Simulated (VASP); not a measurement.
Input of a VASP 6.6.1 run:

Contents of INCAR:

```
SYSTEM = Se
  PREC = Accurate
  ENCUT = 520
  EDIFF = 1E-7
  ISMEAR = -1
  SIGMA = 0.1
  LREAL = .False.
  LASPH = .True.
  NELM = 80
  ALGO = Normal
  ISIF = 2
  LWAVE = .False.
  LCHARG = .False.
  GGA = PE
  NBANDS = 13
```

The input KPOINTS:

```
regular mesh
0
Gamma
  12 12 12
  0 0 0
```

Contents of POSCAR:

```
Se
1.0
    0.0000000000      2.8045841558      2.8045841558
    2.8045841558      0.0000000000      2.8045841558
    2.8045841558      2.8045841558      0.0000000000
Se
2
Direct
   -0.1250000000     -0.1250000000     -0.1250000000
    0.1250000000      0.1250000000      0.1250000000
```

Potentials or basis: VASP PAW PBE potentials, release 64 (Se).

Run with:

```bash
$ cat potpaw_PBE.64/Se/POTCAR > POTCAR
$ mpirun -np 1 vasp_std > vasp.out
```

Task: What does it give for the pressure?

Result: 29.3 GPa.

Task: Predict the band gap on the k mesh.

Result: Zero (band 6 reaches 6.20 eV, above the bottom of band 7 at 4.26 eV).
